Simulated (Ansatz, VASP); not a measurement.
## SbSe2: VASP beside Ansatz

```xyz
3
Lattice="0.0000 3.4533 3.4533 3.4533 0.0000 3.4533 3.4533 3.4533 0.0000" Properties=species:S:1:pos:R:3 pbc="T T T"
Sb    0.0000    0.0000    0.0000
Se    1.7266    1.7266    1.7266
Se    5.1799    5.1799    5.1799
```

Alike in both runs: functional PBE; k mesh 4 × 4 × 4; occupations gaussian, width 0.1 eV; no spin polarisation.

Ansatz relaxed the structure, and its values are those at the end. VASP's run is a single point on that final structure, the one shown.

|  | VASP | Ansatz |
| --- | --- | --- |
| version | VASP 6.6.1 | Ansatz 0.2.0 |
| potentials or method | VASP PAW PBE potentials, release 64 (Sb, Se), cutoff 520 eV | scalar-relativistic, plane waves, PAW |
| valence electrons in the cell | 17 | 47 |

|  | VASP | Ansatz | Ansatz less VASP |
| --- | --- | --- | --- |
| gap on the k mesh at the Fermi level (eV) | none | none | - |
| pressure (GPa) | -0.1 | 0.0 | +0.08 |

A gap of «none» marks a metal or a gap that the smearing closes. VASP's potentials hold 17 valence electrons a cell and Ansatz's 47, so a difference there can come from the potentials and not from the codes.

The k mesh is coarse, so the values compare programs but aren't converged. Neither program's run includes spin-orbit coupling.
